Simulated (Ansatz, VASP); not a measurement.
## Two plane-wave programs on As

INCAR

```
SYSTEM = As
PREC = Accurate
ENCUT = 520
EDIFF = 1E-6
ISMEAR = 0
SIGMA = 0.1
LREAL = .FALSE.
LASPH = .TRUE.
NELM = 60
ALGO = Normal
ISIF = 2
LWAVE = .FALSE.
LCHARG = .FALSE.
GGA = PS
NBANDS = 8
```

KPOINTS

```
regular mesh
0
G
  14 14 14
  0 0 0
```

File POSCAR:

```
As
1.0
    3.0096112806      0.0000000000      0.0000000000
    0.0000000000      3.0096112806      0.0000000000
    0.0000000000      0.0000000000      3.0096112806
As
1
Direct
    0.0000000000      0.0000000000      0.0000000000
```

Input for Ansatz:

```yaml
crystal:
  lattice:
    - [3.0096112806, 0.0, 0.0]
    - [0.0, 3.0096112806, 0.0]
    - [0.0, 0.0, 3.0096112806]
  atoms:
    - { symbol: As, position: [0.0, 0.0, 0.0] }
basis:
  ecutwfc: 420
kpoints:
  mp_grid: { grid: [14, 14, 14] }
hamiltonian:
  xc: pbesol
scf:
  occupations: { method: gaussian, width: 0.1 }
output:
  forces: true
  stress: true
  eigenvalues: true
  populations: true
```

Alike in both runs: task single point; functional PBEsol; k mesh 14 × 14 × 14; occupations gaussian, width 0.1 eV; no spin polarisation.

|  | VASP | Ansatz |
| --- | --- | --- |
| version | VASP 6.6.1 | Ansatz 0.2.0 |
| potentials or method | VASP PAW PBE potentials, release 64 (As), cutoff 520 eV | scalar-relativistic, plane waves, PAW |
| valence electrons in the cell | 5 | 15 |

```csv
,VASP,Ansatz,Ansatz less VASP
gap on the k mesh at the Fermi level (eV),none,none,-
pressure (GPa),-14.4,-14.4,-0.02
```

VASP's potentials were made for PBE, not for PBEsol. A gap of «none» marks a metal or a gap that the smearing closes. VASP's potentials hold 5 valence electrons a cell and Ansatz's 15, so a difference there can come from the potentials and not from the codes.
